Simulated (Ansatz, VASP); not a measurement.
## One calculation of Al2Au, two programs

```
CELL_PARAMETERS angstrom
0.00000 3.03138 3.03138
3.03138 0.00000 3.03138
3.03138 3.03138 0.00000
ATOMIC_POSITIONS crystal
Al 0.25000 0.25000 0.25000
Al 0.75000 0.75000 0.75000
Au 0.00000 0.00000 0.00000
```

Alike in both runs: functional PBE; k mesh 6 × 6 × 6; occupations gaussian, width 0.1 eV; no spin polarisation.

Ansatz relaxed the structure, and its values are those at the end. VASP's run is a single point on that final structure, the one shown.

|  | VASP | Ansatz |
| --- | --- | --- |
| version | VASP 6.6.1 | Ansatz 0.2.0 |
| potentials or method | VASP PAW PBE potentials, release 64 (Al, Au), cutoff 500 eV | scalar-relativistic, plane waves, PAW |
| valence electrons in the cell | 17 | 25 |

```tsv
	VASP	Ansatz	Ansatz less VASP
gap on the k mesh at the Fermi level (eV)	none	none	-
pressure (GPa)	-0.3	0.0	+0.22
```

A gap of «none» marks a metal or a gap that the smearing closes. With one functional, cell and mesh, what is left measures potentials, basis and numerics. VASP's potentials hold 17 valence electrons a cell and Ansatz's 25, so a difference there can come from the potentials and not from the codes.

Spin-orbit coupling is off throughout.
